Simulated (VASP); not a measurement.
Ta: relaxation of cell and atoms with PBEsol

Ta:

```
Ta
1.0
    -1.59322    1.59322    1.59322
     1.59322   -1.59322    1.59322
     1.59322    1.59322   -1.59322
Ta
1
Direct
  0.00000 0.00000 0.00000
```

```json
{"Program": "VASP 6.6.1", "Task": "relaxation of cell and atoms", "Functional": "PBEsol", "Potentials or basis": "VASP PAW PBE potentials, release 64 (Ta_pv)", "Cutoff": "600 eV", "k mesh": "18 × 18 × 18", "Occupations": "fermi-dirac, width 0.1 eV", "Spin": "no spin polarisation", "Target pressure": "20.8 GPa", "Dipole correction": "no", "Further INCAR settings": "ALGO = Normal; EDIFF = 1e-06; IBRION = 2; EDIFFG = -0.002; NSW = 80; ISIF = 3"}
```

| Quantity | Value |
| --- | --- |
| Relaxed volume | 16.25 Å³/atom |
| Relaxed cell | a = 2.764 Å, b = 2.764 Å, c = 2.764 Å, α = 109.47°, β = 109.47°, γ = 109.47° |
| Space group after relaxing (to 0.05 Å) | Im-3m (No. 229) |
| Energy change on relaxing (the enthalpy is what falls) | -9.8 meV/atom |
| Ionic steps | 3 |
| Pressure after relaxing | 20.8 GPa |

Step by step:
```tsv
step	energy change (eV)	largest force (eV/Å)	pressure (GPa)	volume (Å³)
1	0.0000	0.0000	22.12	16.18
2	-0.0380	0.0000	16.70	16.49
3	-0.0098	0.0000	20.79	16.25
```

Final structure:
```
Ta
1.0
    -1.59563    1.59563    1.59563
     1.59563   -1.59563    1.59563
     1.59563    1.59563   -1.59563
Ta
1
Direct
  0.00000 0.00000 0.00000
```

Levels at points of the mesh, in eV from the Fermi level:
```csv
k point,band 3,band 4,band 5,band 6,band 7,band 8,band 9
"(0.00, 0.00, 0.00)",-32.61,-8.32,0.70,0.70,0.70,4.35,4.35
"(0.50, 0.00, 0.00)",-32.62,-4.88,-1.89,2.15,4.31,5.47,8.87
"(0.50, 0.50, 0.50)",-33.74,-4.48,-4.48,7.72,7.72,7.72,9.67
```

Wall time 29 s on 1 thread of Intel(R) Xeon(R) Platinum 8488C (Sapphire Rapids), with other jobs on the host, peak memory 0.17 GiB.

Caveat: the cell is relaxed towards a set pressure, so the enthalpy falls and the energy may rise; the PAW data sets were made with another functional, which shifts forces and pressure a little; spin-orbit coupling is left out, which moves the levels of the heavy elements. Zero-point motion and thermal expansion aren't in these numbers.
